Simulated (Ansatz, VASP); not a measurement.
# One calculation of Cu, two programs

```
Cu
1.0
     0.00000    1.82796    1.82796
     1.82796    0.00000    1.82796
     1.82796    1.82796    0.00000
Cu
1
Direct
  0.00000 0.00000 0.00000
```

Alike in both runs: task single point; functional PBEsol; k mesh 24 × 24 × 24; occupations gaussian, width 0.15 eV; no spin polarisation.

|  | VASP | Ansatz |
| --- | --- | --- |
| version | VASP 6.6.1 | Ansatz 0.2.0 |
| potentials or method | VASP PAW PBE potentials, release 64 (Cu), cutoff 520 eV | scalar-relativistic, plane waves, PAW |
| valence electrons in the cell | 11 | 19 |

|  | VASP | Ansatz | Ansatz less VASP |
| --- | --- | --- | --- |
| gap on the k mesh at the Fermi level (eV) | none | none | - |
| pressure (GPa) | -10.0 | -10.7 | -0.71 |

VASP's potentials were made for PBE, not for PBEsol, and Ansatz warns of the same on its side. A gap of «none» marks a metal or a gap that the smearing closes. With one functional, cell and mesh, what is left measures potentials, basis and numerics. VASP's potentials hold 11 valence electrons a cell and Ansatz's 19, so a difference there can come from the potentials and not from the codes.
